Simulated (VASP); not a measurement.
# La2O3 (R-3c) in VASP: notebook

Runs on La2O3. Level: PBE. Tasks: relaxation of cell and atoms, single point.

All numbers are computed with VASP 6.6.1; they aren't measurements. Logs are shortened: lines on timing, memory, paths and dates and some standing lists are left out, and cuts for length are marked.

### 1 The cell of the first run

It takes space group R-3c (No. 167, trigonal). Conventional cell: a = 6.739 Å, b = 6.739 Å, c = 18.331 Å, α = 90.00°, β = 90.00°, γ = 120.00°. La (site symmetry 3) has 6 O at 2.61 to 2.82 Å within 3.4 Å. Within 3.4 Å of O (site symmetry 2) lie 4 La at 2.61 to 2.82 Å.

### 2 Relaxation of cell and atoms, PBE

INCAR

```
PREC = Accurate
ENCUT = 600
EDIFF = 1E-6
ISMEAR = -1
SIGMA = 0.02
LREAL = F
LASPH = T
NELM = 60
ALGO = Normal
ISIF = 3
LWAVE = F
LCHARG = F
GGA = PE
IBRION = 2
NSW = 80
EDIFFG = -0.005
```

KPOINTS

```
regular mesh
0
Gamma
  4 4 4
```

POSCAR

```
La2O3
1.0
    3.3696975000      1.9454957587      6.1103848000
   -3.3696975000      1.9454957587      6.1103848000
    0.0000000000     -3.8909915174      6.1103848000
La O
4 6
Direct
    0.8550000000      0.8550000000      0.8550000000
    0.3550000000      0.3550000000      0.3550000000
    0.1450000000      0.1450000000      0.1450000000
    0.6450000000      0.6450000000      0.6450000000
    0.4450000000      0.0550000000      0.7500000000
    0.0550000000      0.7500000000      0.4450000000
    0.5550000000      0.9450000000      0.2500000000
    0.2500000000      0.5550000000      0.9450000000
    0.9450000000      0.2500000000      0.5550000000
    0.7500000000      0.4450000000      0.0550000000
```

Potentials or basis: VASP PAW PBE potentials, release 64 (La, O).

The run is started by

```
$ cat potpaw_PBE.64/La/POTCAR potpaw_PBE.64/O/POTCAR > POTCAR
$ mpirun -np 1 vasp_std > vasp.out
```

OUTCAR:

```text
PREC = Accurate
   ENCUT = 600
   EDIFF = 1E-6
   ISMEAR = -1
   LREAL = F
   LASPH = T
   NELM = 60
   ISIF = 3
   GGA = PE
   IBRION = 2
   NSW = 80
   EDIFFG = -0.005

 ion  position               nearest neighbor table
   1  0.855  0.855  0.855-   9 2.61   7 2.61   8 2.61   6 2.82  10 2.82   5 2.82
   2  0.355  0.355  0.355-  10 2.61   5 2.61   6 2.61   9 2.82   8 2.82   7 2.82
   3  0.145  0.145  0.145-   6 2.61   5 2.61  10 2.61   9 2.82   8 2.82   7 2.82
   4  0.645  0.645  0.645-   8 2.61   7 2.61   9 2.61   6 2.82  10 2.82   5 2.82
   5  0.445  0.055  0.750-   2 2.61   3 2.61   1 2.82   4 2.82
   6  0.055  0.750  0.445-   3 2.61   2 2.61   1 2.82   4 2.82
   7  0.555  0.945  0.250-   1 2.61   4 2.61   3 2.82   2 2.82
   8  0.250  0.555  0.945-   4 2.61   1 2.61   3 2.82   2 2.82
   9  0.945  0.250  0.555-   1 2.61   4 2.61   3 2.82   2 2.82
  10  0.750  0.445  0.055-   2 2.61   3 2.61   1 2.82   4 2.82

  LATTYP: Found a trigonal (rhomboedric) cell.
 ALAT       =     7.2440746402
 COS(alpha) =     0.5672411140

  Lattice vectors:

 A1 = (   3.3696975000,   1.9454957587,   6.1103848000)
 A2 = (  -3.3696975000,   1.9454957587,   6.1103848000)
 A3 = (   0.0000000000,  -3.8909915174,   6.1103848000)

Analysis of symmetry for initial positions (statically):
=====================================================================
 Subroutine PRICEL returns:
 Original cell was already a primitive cell.

 Routine SETGRP: Setting up the symmetry group for a
 trigonal (rhombohedral) supercell.

 Subroutine GETGRP returns: Found 12 space group operations
 (whereof  6 operations were pure point group operations)
 out of a pool of 12 trial point group operations.

The static configuration has the point symmetry S_6 .
 The point group associated with its full space group is D_3d.

Analysis of symmetry for dynamics (positions and initial velocities):
=====================================================================
 Subroutine PRICEL returns:
 Original cell was already a primitive cell.

 Routine SETGRP: Setting up the symmetry group for a
 trigonal (rhombohedral) supercell.

 Subroutine GETGRP returns: Found 12 space group operations
 (whereof  6 operations were pure point group operations)
 out of a pool of 12 trial point group operations.

The dynamic configuration has the point symmetry S_6 .
 The point group associated with its full space group is D_3d.

 Subroutine INISYM returns: Found 12 space group operations
 (whereof  6 operations are pure point group operations),
 and found     1 'primitive' translations

----------------------------------------------------------------------------------------

                                     Primitive cell

  volume of cell :     240.3483

  direct lattice vectors                    reciprocal lattice vectors
     3.369697500  1.945495759  6.110384800     0.148381272  0.085667967  0.054551938
    -3.369697500  1.945495759  6.110384800    -0.148381272  0.085667967  0.054551938
     0.000000000 -3.890991517  6.110384800     0.000000000 -0.171335934  0.054551938

  length of vectors
     7.244074640  7.244074640  7.244074640     0.179810779  0.179810779  0.179810779

  position of ions in fractional coordinates (direct lattice)
     0.855000000  0.855000000  0.855000000
     0.355000000  0.355000000  0.355000000
     0.145000000  0.145000000  0.145000000
     0.645000000  0.645000000  0.645000000
     0.445000000  0.055000000  0.750000000
     0.055000000  0.750000000  0.445000000
     0.555000000  0.945000000  0.250000000
     0.250000000  0.555000000  0.945000000
     0.945000000  0.250000000  0.555000000
     0.750000000  0.445000000  0.055000000

  ion indices of the primitive-cell ions
   primitive index   ion index
                 1           1
                 2           2
                 3           3
                 4           4
                 5           5
                 6           6
                 7           7
                 8           8
                 9           9
                10          10

----------------------------------------------------------------------------------------

 KPOINTS: regular mesh

Automatic generation of k-mesh.
 Grid dimensions read from file:
 generate k-points for:    4    4    4

 Generating k-lattice:

  Cartesian coordinates                     Fractional coordinates (reciprocal lattice)
     0.037095318  0.021416992  0.013637985     0.250000000  0.000000000 -0.000000000
    -0.037095318  0.021416992  0.013637985     0.000000000  0.250000000 -0.000000000
     0.000000000 -0.042833984  0.013637985    -0.000000000 -0.000000000  0.250000000

  Length of vectors
     0.044952695  0.044952695  0.044952695

  Shift w.r.t. Gamma in fractional coordinates (k-lattice)
     0.000000000  0.000000000  0.000000000

 Subroutine IBZKPT returns following result:
 ===========================================

 Found     13 irreducible k-points:

 Following reciprocal coordinates:
            Coordinates               Weight
  0.000000  0.000000  0.000000      1.000000
  0.250000  0.000000  0.000000      6.000000
  0.500000  0.000000  0.000000      3.000000
  0.250000  0.250000  0.000000      6.000000
  0.500000  0.250000  0.000000     12.000000
 -0.250000  0.250000  0.000000      6.000000
  0.500000  0.500000  0.000000      3.000000
  0.250000  0.250000  0.250000      2.000000
  0.500000  0.250000  0.250000      6.000000
 -0.250000  0.250000  0.250000      6.000000
  0.500000  0.500000  0.250000      6.000000
 -0.250000  0.500000  0.250000      6.000000
  0.500000  0.500000  0.500000      1.000000
   k-points           NKPTS =     13   k-points in BZ     NKDIM =     13   number of bands    NBANDS=     48
   number of dos      NEDOS =    301   number of ions     NIONS =     10
   total plane-waves  NPLWV = 216000
   dimension x,y,z NGX =    60 NGY =   60 NGZ =   60
   dimension x,y,z NGXF=   120 NGYF=  120 NGZF=  120
   ions per type =               4   6
   NGX,Y,Z   is equivalent  to a cutoff of  13.77, 13.77, 13.77 a.u.
   NGXF,Y,Z  is equivalent  to a cutoff of  27.54, 27.54, 27.54 a.u.
 SYSTEM =  unknown system
   PREC   = accura    normal or accurate (medium, high low for compatibility)
   ISTART =      0    job   : 0-new  1-cont  2-samecut
   ICHARG =      2    charge: 1-file 2-atom 10-const
   ISPIN  =      1    spin polarized calculation?
   LNONCOLLINEAR =      F non collinear calculations
   LSORBIT =      F    spin-orbit coupling
   LASPH  =      T    aspherical Exc in radial PAW
   ENCUT  =  600.0 eV  44.10 Ry    6.64 a.u.  14.47 14.47 14.47*2*pi/ulx,y,z
   NELM   =     60;   NELMIN=  2; NELMDL= -5     # of ELM steps
   EDIFF  = 0.1E-05   stopping-criterion for ELM
   LREAL  =      F    real-space projection
   EDIFFG = -.5E-02   stopping-criterion for IOM
   NSW    =     80    number of steps for IOM
   IBRION =      2    ionic relax: 0-MD 1-quasi-New 2-CG
   NFREE  =      1    steps in history (QN), initial steepest desc. (CG)
   ISIF   =      3    stress and relaxation
   ISYM   =      2    0-nonsym 1-usesym 2-fastsym
   POTIM  = 0.5000    time-step for ionic-motion
   TEBEG  =    0.0;   TEEND  =   0.0 temperature during run
   PSTRESS=    0.0 pullay stress
   NELECT =      80.0000    total number of electrons
   NUPDOWN=      -1.0000    fix difference up-down
   EMIN   =  10.00;   EMAX   =-10.00  energy-range for DOS
   EFERMI =   0.00;   METHOD = LEGACY
   ISMEAR =    -1;   SIGMA  =   0.02  broadening in eV -4-tet -1-fermi 0-gaus
   EFERMI_NEDOS =   21; number of points for ismear=-14 and -15
   IALGO  =     38    algorithm
   IMIX   =      4    mixing-type and parameters
     AMIX     =   0.40;   BMIX     =  1.00
     AMIX_MAG =   1.60;   BMIX_MAG =  1.00
  volume/ion in A,a.u.               =      24.03       162.20
  Fermi-wavevector in a.u.,A,eV,Ry     =   1.134552  2.143993 17.513538  1.287209
  Thomas-Fermi vector in A             =   2.271256
   LORBIT       =      0    0 simple, 1 ext, 2 COOP (PROOUT), +10 PAW based schemes
   GGA     = PE    functional components
   LHFCALC =     F    Hartree Fock is set to
   AEXX    =    0.0000 exact exchange contribution
   IVDW    =     0    specifies the selected vdW correction
   LEPSILON=     F    determine dielectric tensor
   LRPA    =     F    only Hartree local field effects (RPA)
 conjugate gradient relaxation of ions
 non-spin polarized calculation
  energy-cutoff  :      600.00
  volume of cell :      240.35
 maximum number of plane-waves:      8052
 NGX is ok and might be reduce to    60
   NGX = 29   NGY = 29   NGZ = 29

--------------------------------------- Ionic step        1  -------------------------------------------

 number of electron      80.0000005 magnetization

 Free energy of the ion-electron system (eV)
  ---------------------------------------------------
  ext. energy  EPLUGINS =         0.00000000
  ---------------------------------------------------
  free energy    TOTEN  =       -79.00541327 eV

  energy without entropy =      -79.00541327  energy(sigma->0) =      -79.00541327

------------------------ aborting loop because EDIFF is reached ----------------------------------------

  FORCE on cell =-STRESS in cart. coord.  units (eV):
  Direction    XX          YY          ZZ          XY          YZ          ZX
  --------------------------------------------------------------------------------------
  -------------------------------------------------------------------------------------
  Total      -27.3301962    -27.3301962    -25.2713862      0.0000000      0.0000000      0.0000000
  in kB     -182.1848739   -182.1848739   -168.4607120      0.0000000      0.0000000      0.0000000
  external PRESSURE =    -177.6101533 kB  Pullay stress =       0.0000000 kB
[... 29 lines left out ...]
  energy  without entropy=      -79.0054132687  energy(sigma->0) =      -79.00541327

--------------------------------------- Ionic step        2  -------------------------------------------

 number of electron      80.0000003 magnetization

 E-fermi :   6.7309     XC(G=0): -10.4659

 val. band max:        6.2930243888   @ k =   0.5000   0.5000   0.0000
 cond. band min:      10.2897965968   @ k =   0.5000   0.5000   0.0000
 fundamental gap:      3.9967722080
 Fermi energy:         6.7309444054

 k-point     1 :       0.0000    0.0000    0.0000
  band No.  band energies     occupation
      1     -23.3801      2.00000
      2     -23.0216      2.00000
      3     -22.9292      2.00000
      4     -22.7753      2.00000
      5     -11.4950      2.00000
      6     -11.4263      2.00000
[... 733 lines left out ...]
  FREE ENERGIE OF THE ION-ELECTRON SYSTEM (eV)
  ---------------------------------------------------
  free  energy   TOTEN  =       -83.1033822707 eV

  energy  without entropy=      -83.1033822707  energy(sigma->0) =      -83.10338227

[... ionic steps 4 to 13 ...]

--------------------------------------- Ionic step       14  -------------------------------------------

 number of electron      80.0000000 magnetization

------------------------ aborting loop because EDIFF is reached ----------------------------------------

  FORCE on cell =-STRESS in cart. coord.  units (eV):
  Direction    XX          YY          ZZ          XY          YZ          ZX
  --------------------------------------------------------------------------------------
  -------------------------------------------------------------------------------------
  Total        0.3118018      0.3118018      0.3336821      0.0000000     -0.0000000     -0.0000000
  in kB        2.8069793      2.8069793      3.0039560      0.0000000     -0.0000000     -0.0000000
  external PRESSURE =       2.8726382 kB  Pullay stress =       0.0000000 kB
[... 73 lines left out ...]
  energy  without entropy=      -83.4305496877  energy(sigma->0) =      -83.43054969

--------------------------------------- Ionic step       16  -------------------------------------------

 number of electron      80.0000000 magnetization

 Free energy of the ion-electron system (eV)
  ---------------------------------------------------
  ext. energy  EPLUGINS =         0.00000000
  ---------------------------------------------------
  free energy    TOTEN  =       -83.43056023 eV

  energy without entropy =      -83.43056023  energy(sigma->0) =      -83.43056023

 E-fermi :   5.6454     XC(G=0):  -9.9621

 val. band max:        5.0971426613   @ k =  -0.2500   0.2500   0.2500
 cond. band min:       8.9339721127   @ k =   0.0000   0.0000   0.0000
 fundamental gap:      3.8368294514
 Fermi energy:         5.6453595656

 k-point     1 :       0.0000    0.0000    0.0000
  band No.  band energies     occupation
      1     -24.7483      2.00000
      2     -24.5380      2.00000
      3     -24.5341      2.00000
      4     -24.4352      2.00000
      5     -11.7786      2.00000
      6     -11.7786      2.00000
[... 689 lines left out ...]
  FREE ENERGIE OF THE ION-ELECTRON SYSTEM (eV)
  ---------------------------------------------------
  free  energy   TOTEN  =       -83.4305602270 eV

  energy  without entropy=      -83.4305602270  energy(sigma->0) =      -83.43056023

 reached required accuracy - stopping structural energy minimisation
```

Run time: 71 min. Hardware: 1 thread of AMD EPYC 7R13 (Zen 3), shared host; peak memory 0.62 GiB.

What came out:

```yaml
Free_energy: -83.4306 eV
Relaxed_volume: 17.80 Å³/atom
Relaxed_cell: a = 6.381 Å, b = 6.381 Å, c = 6.381 Å, α = 58.64°, β = 58.64°, γ = 58.64°
Space_group_after_relaxing_to_0.1_Å: R-3c (No. 167)
Energy_gained_by_relaxing: 442.5 meV/atom
Ionic_steps: 16
Pressure_after_relaxing: 0.0 GPa
Band_gap_on_the_k_mesh: 3.84 eV (least direct gap 4.10 eV)
```

Step by step:
| step | energy change (eV) | largest force (eV/Å) | pressure (GPa) | volume (Å³) |
| --- | --- | --- | --- | --- |
| 1 | 0.0000 | 0.2785 | -17.76 | 240.35 |
| 2 | -2.6699 | 0.6672 | 21.82 | 159.06 |
| 3 | -4.0980 | 0.4309 | -0.38 | 183.27 |
| 4 | -4.0983 | 0.4391 | 0.31 | 182.23 |
| 5 | -4.2104 | 0.3689 | 0.33 | 181.48 |
| 6 | -4.4054 | 0.1652 | 0.16 | 179.04 |
| 7 | -4.4216 | 0.0911 | 0.00 | 177.98 |
| 8 | -4.4216 | 0.1014 | 0.01 | 178.07 |
| 9 | -4.4247 | 0.0460 | -0.05 | 178.08 |
| 10 | -4.4251 | 0.0105 | -0.07 | 178.08 |
| 11 | -4.4249 | 0.0078 | 0.19 | 177.75 |
| 12 | -4.4251 | 0.0100 | -0.01 | 178.00 |
| 13 | -4.4251 | 0.0094 | 0.03 | 177.96 |
| 14 | -4.4251 | 0.0036 | 0.29 | 177.97 |
| 15 | -4.4251 | 0.0076 | 0.09 | 177.99 |
| 16 | -4.4251 | 0.0018 | 0.04 | 177.98 |

Final structure:
```yaml
crystal:
  lattice:
    - [3.12461, 1.80399, 5.26249]
    - [-3.12461, 1.80399, 5.26249]
    - [0.00000, -3.60799, 5.26249]
  atoms:
    - { symbol: La, position: [0.86173, 0.86173, 0.86173] }
    - { symbol: La, position: [0.36173, 0.36173, 0.36173] }
    - { symbol: La, position: [0.13827, 0.13827, 0.13827] }
    - { symbol: La, position: [0.63827, 0.63827, 0.63827] }
    - { symbol: O, position: [0.46320, 0.03680, 0.75000] }
    - { symbol: O, position: [0.03680, 0.75000, 0.46320] }
    - { symbol: O, position: [0.53680, 0.96320, 0.25000] }
    - { symbol: O, position: [0.25000, 0.53680, 0.96320] }
    - { symbol: O, position: [0.96320, 0.25000, 0.53680] }
    - { symbol: O, position: [0.75000, 0.46320, 0.03680] }
```

Caveat: the volume moved by over 15 % at a fixed basis, so the end points are rough; spin-orbit coupling is left out, which moves the levels of the heavy elements. A k mesh can miss the band edges.

### 3 Single point, PBE

This run uses another cell than the first one, of 17.86 Å³/atom.

INCAR

```
ALGO = Normal
EDIFF = 1E-7
ENCUT = 520
GGA = PE
ISIF = 2
ISMEAR = -1
LASPH = True
LCHARG = False
LREAL = False
LWAVE = False
NBANDS = 51
NELM = 80
PREC = Accurate
SIGMA = 0.02
```

KPOINTS

```
k-points
0
Gamma
  4 4 4
```

POSCAR

```
La2O3
1.0
    3.1282970075      1.8061231194      5.2687256810
   -3.1282970075      1.8061231194      5.2687256810
    0.0000000000     -3.6122462388      5.2687256810
La O
4 6
Direct
    0.8616714449      0.8616714449      0.8616714449
    0.3616714449      0.3616714449      0.3616714449
    0.1383285551      0.1383285551      0.1383285551
    0.6383285551      0.6383285551      0.6383285551
    0.4632063422      0.0367936578      0.7500000000
    0.0367936578      0.7500000000      0.4632063422
    0.5367936578      0.9632063422      0.2500000000
    0.2500000000      0.5367936578      0.9632063422
    0.9632063422      0.2500000000      0.5367936578
    0.7500000000      0.4632063422      0.0367936578
```

Potentials or basis: VASP PAW PBE potentials, release 64 (La, O).

The run is started by

```
$ cat potpaw_PBE.64/La/POTCAR potpaw_PBE.64/O/POTCAR > POTCAR
$ mpirun -np 1 vasp_std > vasp.out
```

It took 4.3 min on 1 thread of Intel Xeon Platinum 8488C (Sapphire Rapids), shared host; peak memory 0.37 GiB.

Results (log left out):

| Property | Result |
| --- | --- |
| Free energy | -83.3366 eV |
| Pressure | -0.3 GPa |
| Largest force | 0.006 eV/Å |
| Band gap on the k mesh | 3.83 eV (least direct gap 4.09 eV) |

Forces on the atoms (eV/Å):
```
La   0.000  0.000 -0.006
La   0.000  0.000 -0.006
La   0.000  0.000  0.006
La   0.000  0.000  0.006
O   -0.004  0.000  0.000
O    0.002  0.003  0.000
O    0.004  0.000  0.000
O   -0.002  0.003  0.000
O   -0.002 -0.003  0.000
O    0.002 -0.003  0.000
```

Levels at points of the mesh, in eV from the valence-band top:
```
           k point  band 38  band 39  band 40  band 41  band 42  band 43
(0.00, 0.00, 0.00)    -0.39    -0.39    -0.26     3.83     4.55     4.73
(0.50, 0.00, 0.00)    -0.39    -0.21    -0.21     4.24     4.24     4.64
(0.50, 0.50, 0.00)    -0.32    -0.08    -0.01     4.24     4.55     4.67
(0.50, 0.50, 0.50)    -0.68    -0.23    -0.23     4.79     4.79     4.82
```

Caveat: spin-orbit coupling is left out, which moves the levels of the heavy elements. A k mesh can miss the band edges.
